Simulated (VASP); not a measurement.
# TaSi15C16 (a cell with a defect) in VASP: single point with PBE

Aim: the single point of TaSi15C16 (a cell with a defect) with PBE.

Program: VASP 6.6.1. These are calculated values, not measurements. Logs are shortened: lines on timing, memory, paths and dates and some standing lists are left out, and cuts for length are marked.

## (1) The cell of the first run

The cell holds a defect, 32 atoms: a = 6.152 Å, b = 6.152 Å, c = 10.096 Å, α = 90.00°, β = 90.00°, γ = 120.00°.

## (2) Single point, PBE

Input file INCAR:

```
PREC = Accurate ; ENCUT = 520
EDIFF = 1E-6 ; ISMEAR = -1
SIGMA = 0.01 ; LREAL = Auto
LASPH = T ; NELM = 100
ALGO = Normal ; ISIF = 2
LWAVE = F ; LCHARG = F
GGA = PE ; NELECT = 134.0
NBANDS = 90
```

Input file KPOINTS:

```
regular mesh
0
Gamma
  4 4 2
```

Input file POSCAR:

```
TaSi15C16
1.0
    6.1520000000      0.0000000000      0.0000000000
   -3.0760000000      5.3277882840      0.0000000000
    0.0000000000      0.0000000000     10.0960000000
Ta Si C
1 15 16
Direct
    0.1666666667      0.3333333333      0.0009326179
    0.1666666667      0.3333333333      0.5023276895
    0.1650557599      0.8325278799      0.0039014278
    0.1653624899      0.8326812449      0.5021220034
    0.6674721201      0.3349442401      0.0039014278
    0.6673187551      0.3346375101      0.5021220034
    0.6674721201      0.8325278799      0.0039014278
    0.6673187551      0.8326812449      0.5021220034
    0.3355932938      0.1644067062      0.2561912340
    0.3354092601      0.1645907399      0.7472134265
    0.3355932938      0.6711865876      0.2561912340
    0.3354092601      0.6708185201      0.7472134265
    0.8288134124      0.1644067062      0.2561912340
    0.8291814799      0.1645907399      0.7472134265
    0.8333333333      0.6666666667      0.2534798026
    0.8333333333      0.6666666667      0.7515621723
    0.1666666667      0.3333333333      0.2011945280
    0.1666666667      0.3333333333      0.6921692627
    0.1669808734      0.8334904367      0.1908880285
    0.1647388324      0.8323694162      0.6890412704
    0.6665095633      0.3330191266      0.1908880285
    0.6676305838      0.3352611676      0.6890412704
    0.6665095633      0.8334904367      0.1908880285
    0.6676305838      0.8323694162      0.6890412704
    0.3338214145      0.1661785855      0.4422735734
    0.3439210897      0.1560789103      0.9344330482
    0.3338214145      0.6676428290      0.4422735734
    0.3439210897      0.6878421794      0.9344330482
    0.8323571710      0.1661785855      0.4422735734
    0.8121578206      0.1560789103      0.9344330482
    0.8333333333      0.6666666667      0.4398815497
    0.8333333333      0.6666666667      0.9402603408
```

Potentials or basis: VASP PAW PBE potentials, release 64 (Ta_pv, Si, C).

On the command line:

```console
> cat potpaw_PBE.64/Ta_pv/POTCAR potpaw_PBE.64/Si/POTCAR potpaw_PBE.64/C/POTCAR > POTCAR
> mpirun -np 1 vasp_std > vasp.out
```

OUTCAR:

```text
PREC = Accurate
   ENCUT = 520
   EDIFF = 1E-6
   ISMEAR = -1
   LREAL = Auto
   LASPH = T
   NELM = 100
   ISIF = 2
   GGA = PE
   NELECT = 134.0

 ion  position               nearest neighbor table
   1  0.167  0.333  0.001-  26 2.00  28 2.00  30 2.00  17 2.02   3 3.08   7 3.08   7 3.08   3 3.08
                             5 3.08   5 3.08  12 3.13  10 3.13  14 3.13   9 3.14  11 3.14  13 3.14
   2  0.167  0.333  0.502-  25 1.88  27 1.88  29 1.88  18 1.92  12 3.06  10 3.06  14 3.06   9 3.07
                            11 3.07  13 3.07   4 3.08   8 3.08   8 3.08   4 3.08   6 3.08   6 3.08
   3  0.165  0.833  0.004-  28 1.86  26 1.86  32 1.88  19 1.89   5 3.06   7 3.06   1 3.08   1 3.08
                            15 3.08   5 3.09   7 3.09  16 3.10  11 3.10   9 3.10  10 3.14  12 3.14
   4  0.165  0.833  0.502-  27 1.88  25 1.88  31 1.88  20 1.89  10 3.04  12 3.04  11 3.05   9 3.05
                             6 3.06   8 3.06  15 3.07   2 3.08   2 3.08  16 3.08   6 3.09   8 3.09
   5  0.667  0.335  0.004-  30 1.86  26 1.86  32 1.88  21 1.89   3 3.06   7 3.06   1 3.08   1 3.08
                            15 3.08   7 3.09   3 3.09  16 3.10  13 3.10   9 3.10  14 3.14  10 3.14
   6  0.667  0.335  0.502-  29 1.88  25 1.88  31 1.88  22 1.89  10 3.04  14 3.04  13 3.05   9 3.05
                             4 3.06   8 3.06  15 3.07   2 3.08   2 3.08  16 3.08   8 3.09   4 3.09
   7  0.667  0.833  0.004-  30 1.86  28 1.86  32 1.88  23 1.89   5 3.06   3 3.06   1 3.08   1 3.08
                            15 3.08   5 3.09   3 3.09  16 3.10  13 3.10  11 3.10  14 3.14  12 3.14
   8  0.667  0.833  0.502-  29 1.88  27 1.88  31 1.88  24 1.89  14 3.04  12 3.04  13 3.05  11 3.05
                             6 3.06   4 3.06  15 3.07   2 3.08   2 3.08  16 3.08   6 3.09   4 3.09
   9  0.336  0.164  0.256-  25 1.88  19 1.88  21 1.88  17 1.88  11 3.03  13 3.03   4 3.05   6 3.05
[... 17 lines left out ...]
  19  0.167  0.833  0.191-   9 1.88  11 1.88  15 1.89   3 1.89
  20  0.165  0.832  0.689-  10 1.87  12 1.87  16 1.88   4 1.89
  21  0.667  0.333  0.191-   9 1.88  13 1.88  15 1.89   5 1.89
  22  0.668  0.335  0.689-  10 1.87  14 1.87  16 1.88   6 1.89
[... 8 lines left out ...]
  31  0.833  0.667  0.440-   8 1.88   6 1.88   4 1.88  15 1.88
  32  0.833  0.667  0.940-   7 1.88   5 1.88   3 1.88  16 1.91

  LATTYP: Found a hexagonal cell.
 ALAT       =     6.1520000000
 C/A-ratio  =     1.6410923277

  Lattice vectors:

 A1 = (   6.1520000000,   0.0000000000,   0.0000000000)
 A2 = (  -3.0760000000,   5.3277882840,   0.0000000000)
 A3 = (   0.0000000000,   0.0000000000,  10.0960000000)

Analysis of symmetry for initial positions (statically):
=====================================================================
 Subroutine PRICEL returns:
 Original cell was already a primitive cell.

 Routine SETGRP: Setting up the symmetry group for a
 hexagonal supercell.

 Subroutine GETGRP returns: Found  6 space group operations
[... 174 lines left out ...]
   NUPDOWN=      -1.0000    fix difference up-down
   EMIN   =  10.00;   EMAX   =-10.00  energy-range for DOS
   EFERMI =   0.00;   METHOD = LEGACY
   ISMEAR =    -1;   SIGMA  =   0.01  broadening in eV -4-tet -1-fermi 0-gaus
   EFERMI_NEDOS =   21; number of points for ismear=-14 and -15
   IALGO  =     38    algorithm
   IMIX   =      4    mixing-type and parameters
     AMIX     =   0.40;   BMIX     =  1.00
     AMIX_MAG =   1.60;   BMIX_MAG =  1.00
  volume/ion in A,a.u.               =      10.34        69.78
  Fermi-wavevector in a.u.,A,eV,Ry     =   1.211171  2.288782 19.958873  1.466936
  Thomas-Fermi vector in A             =   2.346695
   LORBIT       =      0    0 simple, 1 ext, 2 COOP (PROOUT), +10 PAW based schemes
   GGA     = PE    functional components
   LHFCALC =     F    Hartree Fock is set to
   AEXX    =    0.0000 exact exchange contribution
   IVDW    =     0    specifies the selected vdW correction
   LEPSILON=     F    determine dielectric tensor
   LRPA    =     F    only Hartree local field effects (RPA)
 non-spin polarized calculation
  energy-cutoff  :      520.00
  volume of cell :      330.91
 maximum number of plane-waves:      8977
 NGX is ok and might be reduce to    48
   NGX = 23   NGY = 23   NGZ = 37

 number of electron     133.9999997 magnetization

 Free energy of the ion-electron system (eV)
  ---------------------------------------------------
  ext. energy  EPLUGINS =         0.00000000
  ---------------------------------------------------
  free energy    TOTEN  =      -253.82879664 eV

  energy without entropy =     -253.82879664  energy(sigma->0) =     -253.82879664

 E-fermi :   8.4503     XC(G=0): -11.4386

 val. band max:        8.1121498697   @ k =   0.0000   0.0000   0.0000
 cond. band min:       9.8923682886   @ k =   0.2500   0.2500   0.0000
 fundamental gap:      1.7802184189
 Fermi energy:         8.4502967688

 k-point     1 :       0.0000    0.0000    0.0000
  band No.  band energies     occupation
      1     -25.9585      2.00000
      2     -25.9585      2.00000
      3     -25.9298      2.00000
      4      -7.2878      2.00000
      5      -6.1294      2.00000
      6      -6.0493      2.00000
[... 645 lines left out ...]
     78      13.4157      0.00000
     79      13.4427      0.00000
 [bands above 79 left out]

------------------------ aborting loop because EDIFF is reached ----------------------------------------

  FORCE on cell =-STRESS in cart. coord.  units (eV):
  Direction    XX          YY          ZZ          XY          YZ          ZX
  --------------------------------------------------------------------------------------
  -------------------------------------------------------------------------------------
  Total        7.9534584      7.9534584      4.0074769      0.0000000      0.0000000      0.0000000
  in kB       38.5082667     38.5082667     19.4030045      0.0000000      0.0000000      0.0000000
  external PRESSURE =      32.1398460 kB  Pullay stress =       0.0000000 kB

 VOLUME and BASIS-vectors are now :
 -----------------------------------------------------------------------------
  energy-cutoff  :      520.00
  volume of cell :      330.91
      direct lattice vectors                 reciprocal lattice vectors
     6.152000000  0.000000000  0.000000000     0.162548765  0.093847573  0.000000000
    -3.076000000  5.327788284  0.000000000     0.000000000  0.187695146  0.000000000
     0.000000000  0.000000000 10.096000000     0.000000000  0.000000000  0.099049128

 POSITION                                       TOTAL-FORCE (eV/Angst)
 -----------------------------------------------------------------------------------
      0.00000      1.77593      0.00942        -0.000000     -0.000000     -0.011817
      0.00000      1.77593      5.07150        -0.000000     -0.000000     -0.006060
     -1.54543      4.43553      0.03939        -0.013653     -0.007883      0.026457
     -1.54402      4.43635      5.06942         0.000534      0.000308      0.002393
      3.07600      1.78451      0.03939        -0.000000      0.015765      0.026457
      3.07600      1.78288      5.06942        -0.000000     -0.000617      0.002393
[... 24 lines left out ...]
      3.07600      3.55186      4.44104        -0.000000     -0.000000     -0.016057
      3.07600      3.55186      9.49287        -0.000000     -0.000000      0.015634
 -----------------------------------------------------------------------------------
    total drift:                                0.000001     -0.000001     -0.104348

  FREE ENERGIE OF THE ION-ELECTRON SYSTEM (eV)
  ---------------------------------------------------
  free  energy   TOTEN  =      -253.8287966392 eV

  energy  without entropy=     -253.8287966392  energy(sigma->0) =     -253.82879664
```

Run time: 11 min. Hardware: 1 thread of Intel Xeon 8259CL, shared host; peak memory 0.51 GiB.

Results:

```
Free energy   : -253.8288 eV
Largest force : 0.057 eV/Å
```

Forces on the atoms (eV/Å):
```
Ta   0.000  0.000 -0.012
Si   0.000  0.000 -0.006
Si  -0.014 -0.008  0.026
Si   0.001  0.000  0.002
Si   0.000  0.016  0.026
Si   0.000 -0.001  0.002
Si   0.014 -0.008  0.026
Si  -0.001  0.000  0.002
Si  -0.002  0.001  0.014
Si   0.001  0.000  0.030
Si   0.000 -0.002  0.014
Si   0.000  0.001  0.030
Si   0.002  0.001  0.014
Si  -0.001  0.000  0.030
Si   0.000  0.000  0.010
Si   0.000  0.000 -0.013
C    0.000  0.000  0.052
C    0.000  0.000 -0.011
C    0.001  0.000 -0.020
C   -0.001  0.000 -0.013
C    0.000 -0.001 -0.020
C    0.000  0.001 -0.013
C   -0.001  0.000 -0.020
C    0.001  0.000 -0.013
C    0.003 -0.001 -0.007
C    0.037 -0.021 -0.039
C    0.000  0.003 -0.007
C    0.000  0.042 -0.039
C   -0.003 -0.001 -0.007
C   -0.037 -0.021 -0.039
C    0.000  0.000 -0.016
C    0.000  0.000  0.016
```

Levels at points of the mesh, in eV from the Fermi level:
```csv
k point,band 64,band 65,band 66,band 67,band 68,band 69,band 70,band 71
"(0.00, 0.00, 0.00)",-0.97,-0.61,-0.34,-0.34,1.50,1.50,2.39,2.41
"(0.50, 0.00, 0.00)",-1.25,-1.14,-1.06,-0.85,1.82,2.28,2.54,3.11
"(0.00, 0.00, 0.50)",-0.80,-0.80,-0.42,-0.42,1.58,1.58,2.20,2.36
"(0.50, 0.00, 0.50)",-1.37,-1.16,-1.06,-0.83,1.96,2.47,2.48,3.33
```

Caveat: the cell carries a net charge on a neutralising background, which shifts energy and pressure; the cell is charged against a uniform background, so pressure and absolute levels hang on convention; spin-orbit coupling is left out, which moves the levels of the heavy elements.
